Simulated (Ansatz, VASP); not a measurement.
# Two plane-wave programs on Ag2Pt

```xyz
6
Lattice="0.0000 3.7501 3.7501 3.7501 0.0000 3.7501 3.7501 3.7501 0.0000" Properties=species:S:1:pos:R:3 pbc="T T T"
Ag    0.9375    0.9375    0.9375
Ag    0.9375    2.8126    2.8126
Ag    2.8126    2.8126    0.9375
Ag    2.8126    0.9375    2.8126
Pt    3.7501    3.7501    3.7501
Pt    5.6251    5.6251    5.6251
```

Alike in both runs: task relaxation of cell and atoms; functional PBE; k mesh 10 × 10 × 10; occupations gaussian, width 0.1 eV; no spin polarisation.

|  | VASP | Ansatz |
| --- | --- | --- |
| version | VASP 6.6.1 | Ansatz 0.2.0 |
| potentials or method | VASP PAW PBE potentials, release 64 (Ag, Pt), cutoff 600 eV | scalar-relativistic, plane waves, PAW |
| valence electrons in the cell | 64 | 112 |

|  | VASP | Ansatz | Ansatz less VASP |
| --- | --- | --- | --- |
| gap on the k mesh at the Fermi level, each at its own relaxed structure (eV) | none | none | - |
| relaxed volume (Å³/atom) | 17.52 | 17.55 | +0.033 |
| relaxed length of the cell vector where the two differ most in proportion (Å) | 5.297 | 5.301 | +0.0033 |

A gap of «none» marks a metal or a gap that the smearing closes. VASP's potentials hold 64 valence electrons a cell and Ansatz's 112, so a difference there can come from the potentials and not from the codes.

Spin-orbit coupling is off throughout.
